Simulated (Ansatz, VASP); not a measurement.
One calculation of BN, two programs

```xyz
8
Lattice="1.2538 -3.3395 0.0000 2.5077 0.0000 0.0000 1.4628 -1.6697 8.6753" Properties=species:S:1:pos:R:3 pbc="T T T"
B     0.0000    0.0000    7.2296
B     1.2538    0.0000    0.7231
B     0.0000    0.0000    2.8920
B     1.2538    0.0000    5.0608
N     0.0000    0.0000    1.4453
N     1.2538    0.0000    3.6141
N     0.0000    0.0000    5.7829
N     1.2538    0.0000    7.9518
```

Alike in both runs: task single point; functional PBE; dispersion D3(BJ); k mesh 7 × 9 × 3; occupations gaussian, width 0.05 eV; no spin polarisation.

|  | VASP | Ansatz |
| --- | --- | --- |
| version | VASP 6.6.1 | Ansatz 0.2.0 |
| potentials or method | VASP PAW PBE potentials, release 64 (B, N), cutoff 520 eV | scalar-relativistic, plane waves, PAW |
| valence electrons in the cell | 32 | 32 |

VASP gave:

```
gap on the k mesh at the Fermi level (eV)                     : 2.11
least direct gap on the mesh (eV)                             : 2.35
pressure (GPa)                                                : -4.8
traceless stress, the component that is largest in VASP (GPa) : -4.73
rms of the force components (eV/Å)                            : 0.648
```

Question: Which values does Ansatz return?

Answer: gap on the k mesh at the Fermi level (eV): 2.10; least direct gap on the mesh (eV): 2.35; pressure (GPa): -4.8; traceless stress, the component that is largest in VASP (GPa): -4.73; rms of the force components (eV/Å): 0.648.

Atom by atom the forces differ by 0.004 eV/Å (rms over components).
